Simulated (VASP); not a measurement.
Set up this calculation in VASP 6.6.1, as the native input.

```
Task                   : single point
Functional             : PBE
Potentials or basis    : VASP PAW PBE potentials, release 64 (Er_3, O), 4f in core
Cutoff                 : 600 eV
k mesh                 : 6 × 6 × 6
Occupations            : gaussian, width 0.1 eV
Spin                   : no spin polarisation
Dipole correction      : no
Mended                 : yes
Further INCAR settings : ALGO = Normal; EDIFF = 1e-06; NBANDS = 19
```

The structure of Er2O lies in POSCAR:

```
Er2O
1.0
    0.0000000000      3.1522932500      3.1522932500
    3.1522932500      0.0000000000      3.1522932500
    3.1522932500      3.1522932500      0.0000000000
Er O
2 1
Direct
    0.7500000000      0.7500000000      0.7500000000
    0.2500000000      0.2500000000      0.2500000000
    0.5000000000      0.5000000000      0.5000000000
```

The cell was built from a structure type or drawn by symmetry, and may not be a known phase.

One way to write it, as run:

INCAR

```
SYSTEM = Er2O
PREC = Accurate
ENCUT = 600
EDIFF = 1E-6
ISMEAR = 0
SIGMA = 0.1
LREAL = .False.
LASPH = .True.
NELM = 200
ALGO = Normal
ISIF = 2
LWAVE = .False.
LCHARG = .False.
GGA = PE
NBANDS = 19
GGA_COMPAT = .False.
LMAXMIX = 6
```

KPOINTS

```
Automatic mesh
0
Gamma
  6 6 6
  0 0 0
```

Potentials or basis: VASP PAW PBE potentials, release 64 (Er_3, O), 4f in core.

Run with:

```bash
$ cat potpaw_PBE.64/Er_3/POTCAR potpaw_PBE.64/O/POTCAR > POTCAR
$ mpirun -np 1 vasp_std > vasp.out
```

It gave:

* Pressure: -7.6 GPa
* Band gap on the k mesh: zero (bands 12 and 13 overlap by 1.59 eV)

Caveat: the cell stands under tension; spin-orbit coupling is left out, which moves the levels of the heavy elements; the 4f electrons are frozen in the core, so they carry no moment and show no levels; the run has no spin polarisation, though such a crystal can be magnetic.

Wall time 23 s on 1 thread of Intel(R) Xeon(R) Platinum 8375C CPU @ 2.90GHz (Ice Lake) (shared host), peak memory 0.21 GiB.
